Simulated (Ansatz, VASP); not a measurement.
One calculation of GdN, two programs

```
Gd N
1.0
     0.00000    2.49220    2.49220
     2.49220    0.00000    2.49220
     2.49220    2.49220    0.00000
Gd N
1 1
Direct
  0.50000 0.50000 0.50000
  0.00000 0.00000 0.00000
```

Alike in both runs: functional PBE; k mesh 14 × 14 × 14; occupations gaussian, width 0.1 eV; collinear spin.

Ansatz relaxed the structure, and its values are those at the end. VASP's run is a single point on that final structure, the one shown.

|  | VASP | Ansatz |
| --- | --- | --- |
| version | VASP 6.6.1 | Ansatz 0.2.0 |
| potentials or method | VASP PAW PBE potentials, release 64 (Gd, N), cutoff 520 eV | scalar-relativistic, plane waves, PAW |
| valence electrons in the cell | 23 | 23 |

VASP gave:

| Quantity | Value |
| --- | --- |
| gap on the k mesh at the Fermi level (eV) | none |
| pressure (GPa) | 0.2 |
| net moment per atom (μB) | 3.50 |
| size of the moment on the site where the two differ most (μB) | 6.80 |

Question: Estimate Ansatz's values.

Answer: gap on the k mesh at the Fermi level (eV): none; pressure (GPa): 0.0; net moment per atom (μB): 3.50; size of the moment on the site where the two differ most (μB): 6.86.

Site moments also hang on the region over which each program counts them. A gap of «none» marks a metal or a gap that the smearing closes.

Neither program's run includes spin-orbit coupling.
